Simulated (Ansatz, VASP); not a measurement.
# Mo: VASP beside Ansatz

```
Mo
1.0
     2.71015    0.00000    0.00000
    -0.90338    2.55516    0.00000
     0.00000    0.00000   24.85130
Mo
5
Cartesian
  0.0000 0.0000 8.0914
  0.9034 1.2776 10.2012
  0.0000 0.0000 12.4256
  0.9034 1.2776 14.6501
  0.0000 0.0000 16.7599
```

Alike in both runs: task single point; functional PBEsol; k mesh 13 × 13 × 1; occupations fermi-dirac, width 0.08 eV; no spin polarisation.

```csv
,VASP,Ansatz
version,VASP 6.6.1,Ansatz 0.2.0
potentials or method,"VASP PAW PBE potentials, release 64 (Mo_sv)","PAW with Ansatz's default frozen-core files, scalar-relativistic"
plane-wave cutoff (eV),520,420
valence electrons in the cell,70,70
```

```tsv
	VASP	Ansatz	Ansatz less VASP
rms of the force components (eV/Å)	0.012	0.000	-0.0115
```

VASP's potentials were made for PBE, not for PBEsol. Atom by atom the forces differ by 0.012 eV/Å (rms over components). With one functional, cell and mesh, what is left measures potentials, basis and numerics.
